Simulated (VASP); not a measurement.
Write the native input for VASP 6.6.1 that does the following.

* Task: single point
* Functional: PBEsol
* Potentials or basis: VASP PAW PBE potentials, release 64 (Zn, Sb, C)
* Cutoff: 520 eV
* k mesh: 4 × 4 × 4
* Occupations: gaussian, width 0.2 eV
* Spin: no spin polarisation
* Dipole correction: no
* Further INCAR settings: ALGO = Normal; EDIFF = 1e-07; NBANDS = 21

The structure of ZnSb2C lies in POSCAR:

```
ZnSb2C
1.0
    3.8273790815      0.0000000000      0.0000000000
    0.0000000000      3.8273790815      0.0000000000
    0.0000000000      0.0000000000      5.9708967051
Zn Sb C
1 2 1
Direct
    0.0000000000      0.0000000000      0.0000000000
    0.0000000000      0.5000000000      0.2909733445
    0.5000000000      0.0000000000      0.7090266555
    0.5000000000      0.5000000000      0.5000000000
```

The input as run:

INCAR

```
SYSTEM = ZnSb2C
PREC = Accurate ; ENCUT = 520
EDIFF = 1E-7 ; ISMEAR = 0
SIGMA = 0.2 ; LREAL = .False.
LASPH = .True. ; NELM = 80
ALGO = Normal ; ISIF = 2
LWAVE = .False. ; LCHARG = .True.
GGA = PS ; LELF = .True.
LVHAR = .True. ; NBANDS = 21
```

KPOINTS

```
regular mesh
0
Gamma
  4 4 4
  0 0 0
```

Potentials or basis: VASP PAW PBE potentials, release 64 (Zn, Sb, C).

Run with:

```console
$ cat potpaw_PBE.64/Zn/POTCAR potpaw_PBE.64/Sb/POTCAR potpaw_PBE.64/C/POTCAR > POTCAR
$ mpirun -np 1 vasp_std > vasp.out
```

It gave:

The pressure is -0.9 GPa and the largest force is 0.522 eV/Å. The band gap on the k mesh is zero (band 13 reaches 6.59 eV, above the bottom of band 14 at 5.76 eV).

Caveat: the k points lie up to 0.41 Å⁻¹ apart; the PAW data sets were made with another functional, which shifts forces and pressure a little; spin-orbit coupling is left out, which moves the levels of the heavy elements.

Wall time 14 s on 1 thread of Intel(R) Xeon(R) 6975P-C (Granite Rapids), with other jobs on the host, peak memory 0.2 GiB.
